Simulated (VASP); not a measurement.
Set up this calculation in VASP 6.6.1, as the native input.

```
Task                   : relaxation of the atoms
Functional             : PBE
Dispersion             : D3(BJ)
Potentials or basis    : VASP PAW PBE potentials, release 64 (S, Mo_sv)
Cutoff                 : 520 eV
k mesh                 : 9 × 9 × 1
Occupations            : gaussian, width 0.05 eV
Spin                   : no spin polarisation
Dipole correction      : yes
Further INCAR settings : ALGO = Normal; EDIFF = 1e-06; IBRION = 2; EDIFFG = -0.04; NSW = 60
```

The structure of MoS2 lies in POSCAR:

```
MoS2
1.0
    3.1539428618      0.0000000029      0.0000000000
   -1.5769714334      2.7313946390      0.0000000000
    0.0000000000      0.0000000000     23.1348385593
S Mo
2 1
Direct
    0.3333333333      0.6666666667      0.4322485318
    0.3333333333      0.6666666667      0.5677514682
    0.6666666667      0.3333333333      0.5000001455
```

These files were run (other wordings do the same):

INCAR

```
PREC     = Accurate       # precision mode
ENCUT    = 520            # plane-wave cutoff, eV
EDIFF    = 1E-6           # SCF threshold, eV
ISMEAR   = 0              # smearing method
SIGMA    = 0.05           # smearing width, eV
LREAL    = F              # projectors in reciprocal space
LASPH    = T              # aspherical terms in the spheres
NELM     = 60             # most SCF steps
ALGO     = Normal         # electronic algorithm
ISIF     = 2              # what is computed and relaxed
LWAVE    = F              # write WAVECAR
LCHARG   = F              # write CHGCAR
LDIPOL   = T            
IDIPOL   = 3            
DIPOL    = 0.5 0.5 0.500
GGA      = PE             # functional
IVDW     = 12             # dispersion correction
IBRION   = 2              # ionic algorithm
NSW      = 60             # ionic steps
EDIFFG   = -0.04          # ionic threshold
```

KPOINTS

```
Automatic mesh
0
Gamma
  9 9 1
```

Potentials or basis: VASP PAW PBE potentials, release 64 (S, Mo_sv).

Run with:

```console
$ cat potpaw_PBE.64/S/POTCAR potpaw_PBE.64/Mo_sv/POTCAR > POTCAR
$ mpirun -np 1 vasp_std > vasp.out
```

Results of the run:

```json
{
 "Largest force after relaxing": "0.011 eV/Å",
 "Band gap on the k mesh": "1.78 eV",
 "Dispersion energy per atom": "-0.319 eV"
}
```

Caveat: the relaxation stopped at its first step, so nothing moved.

It took 100 s on 1 thread of AMD EPYC 7R13 (shared host), peak memory 0.3 GiB.
